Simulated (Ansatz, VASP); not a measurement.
# Ag: VASP beside Ansatz

The input POSCAR:

```
Ag
1.0
    0.0000000000      2.0520775136      2.0520775136
    2.0520775136      0.0000000000      2.0520775136
    2.0520775136      2.0520775136      0.0000000000
Ag
1
Direct
    0.0000000000      0.0000000000      0.0000000000
```

INCAR.step1

```
SYSTEM = Ag
  PREC = Accurate
  ENCUT = 520
  ISMEAR = 0
  SIGMA = 0.15
  LREAL = .False.
  LASPH = .True.
  NELM = 80
  NBANDS = 12
  GGA = PE
  ALGO = Normal
  EDIFF = 1E-4
  LWAVE = .True.
  LCHARG = .False.
```

File INCAR.step2:

```
SYSTEM = Ag
  PREC = Accurate
  ENCUT = 520
  EDIFF = 1E-7
  ISMEAR = 0
  SIGMA = 0.15
  LREAL = .False.
  LASPH = .True.
  NELM = 80
  ALGO = Normal
  ISIF = 2
  LWAVE = .False.
  LCHARG = .False.
  METAGGA = R2SCAN
  LMIXTAU = .True.
  NBANDS = 12
  ISTART = 1
```

Contents of KPOINTS:

```
regular mesh
0
Gamma
  26 26 26
  0 0 0
```

Input for Ansatz:

```yaml
crystal:
  lattice:
    - [0.0, 2.0520775136, 2.0520775136]
    - [2.0520775136, 0.0, 2.0520775136]
    - [2.0520775136, 2.0520775136, 0.0]
  atoms:
    - { symbol: Ag, position: [0.0, 0.0, 0.0] }
basis:
  ecutwfc: 500
kpoints:
  mp_grid: { grid: [26, 26, 26] }
hamiltonian:
  xc: r2scan
scf:
  occupations: { method: gaussian, width: 0.15 }
output:
  forces: true
  stress: true
  eigenvalues: true
```

Alike in both runs: task single point; functional r2SCAN; k mesh 26 × 26 × 26; occupations gaussian, width 0.15 eV; no spin polarisation.

```csv
,VASP,Ansatz
version,VASP 6.6.1,Ansatz 0.2.0
potentials or method,"VASP PAW PBE potentials, release 64 (Ag), cutoff 520 eV","scalar-relativistic, plane waves, PAW"
valence electrons in the cell,11,19
```

Ansatz gave:

* gap on the k mesh at the Fermi level (eV): none
* pressure (GPa): 0.0

Task: What did VASP give for the same quantities?

Result: gap on the k mesh at the Fermi level (eV): none; pressure (GPa): 0.1.

VASP's potentials were made for PBE, not for r2SCAN. A gap of «none» marks a metal or a gap that the smearing closes. With one functional, cell and mesh, what is left measures potentials, basis and numerics. VASP's potentials hold 11 valence electrons a cell and Ansatz's 19, so a difference there can come from the potentials and not from the codes.
